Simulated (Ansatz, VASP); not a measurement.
# Sn: VASP beside Ansatz

```
Sn
1.0
    -1.75019    1.79987    2.27556
     1.75019   -1.79987    2.27556
     1.75019    1.79987   -2.27556
Sn
1
Direct
  0.00000 0.00000 0.00000
```

Alike in both runs: task single point; functional PBEsol; dispersion D3(BJ); k mesh 22 × 22 × 22; occupations gaussian, width 0.15 eV; no spin polarisation.

|  | VASP | Ansatz |
| --- | --- | --- |
| version | VASP 6.6.1 | Ansatz 0.2.0 |
| potentials or method | VASP PAW PBE potentials, release 64 (Sn_d), cutoff 520 eV | scalar-relativistic, plane waves, PAW |
| valence electrons in the cell | 14 | 14 |

Ansatz gave:

- gap on the k mesh at the Fermi level (eV): none
- pressure (GPa): -5.9
- traceless stress, the component that is largest in VASP (GPa): -0.32

Question: What did VASP give for the same quantities?

Answer: gap on the k mesh at the Fermi level (eV): none; pressure (GPa): -5.8; traceless stress, the component that is largest in VASP (GPa): -0.32.

VASP's potentials were made for PBE, not for PBEsol. A gap of «none» marks a metal or a gap that the smearing closes.
